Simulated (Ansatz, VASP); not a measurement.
**One calculation of Al, two programs**

The input INCAR:

```
SYSTEM = Al
  ALGO = Normal
  EDIFF = 1E-7
  EDIFFG = -0.005
  ENCUT = 500
  GGA = PE
  GGA_COMPAT = .FALSE.
  IBRION = 2
  ISIF = 3
  ISMEAR = -1
  LASPH = .TRUE.
  LCHARG = .FALSE.
  LREAL = .FALSE.
  LWAVE = .FALSE.
  NELM = 120
  NELMIN = 4
  NSW = 100
  PREC = Accurate
  SIGMA = 0.05
```

The input KPOINTS:

```
k-points
0
G
  17 17 17
  0 0 0
```

POSCAR

```
Al
1.0
    0.0000000000      1.8704843161      1.8704843161
    1.8704843161      0.0000000000      1.8704843161
    1.8704843161      1.8704843161      0.0000000000
Al
1
Direct
    0.0000000000      0.0000000000      0.0000000000
```

Input for Ansatz:

```yaml
crystal:
  lattice:
    - [0.0, 1.8704843161, 1.8704843161]
    - [1.8704843161, 0.0, 1.8704843161]
    - [1.8704843161, 1.8704843161, 0.0]
  atoms:
    - { symbol: Al, position: [0.0, 0.0, 0.0] }
kpoints:
  mp_grid: { grid: [17, 17, 17] }
scf:
  occupations: { method: fermi_dirac, width: 0.05 }
hamiltonian:
  xc: pbe
  pseudopotentials: { kind: paw, azcp: { folder: soft_1 } }
output:
  forces: true
  stress: true
  write_density: true
  write_potential: true
  elf: true
  volumetric_format: npy
relax:
  f_tol: 0.005
  max_steps: 80
  cell: {}
```

Alike in both runs: task relaxation of cell and atoms; functional PBE; k mesh 17 × 17 × 17; occupations fermi-dirac, width 0.05 eV; no spin polarisation.

|  | VASP | Ansatz |
| --- | --- | --- |
| version | VASP 6.6.1 | Ansatz 0.2.0 |
| potentials or method | VASP PAW PBE potentials, release 64 (Al) | PAW with Ansatz's earlier generated frozen-core files (soft_1), scalar-relativistic |
| plane-wave cutoff (eV) | 500 | 420 |
| valence electrons in the cell | 3 | 3 |

VASP gave:

| Quantity | Value |
| --- | --- |
| relaxed volume (Å³/atom) | 16.47 |
| relaxed cell length with the largest relative difference (Å) | 2.856 |

Problem. Estimate Ansatz's values.

Solution. Relaxed volume (Å³/atom): 16.48; relaxed cell length with the largest relative difference (Å): 2.856.

Noted on VASP's run: the volume moved by over 15 % at a fixed basis, so the end points are rough.
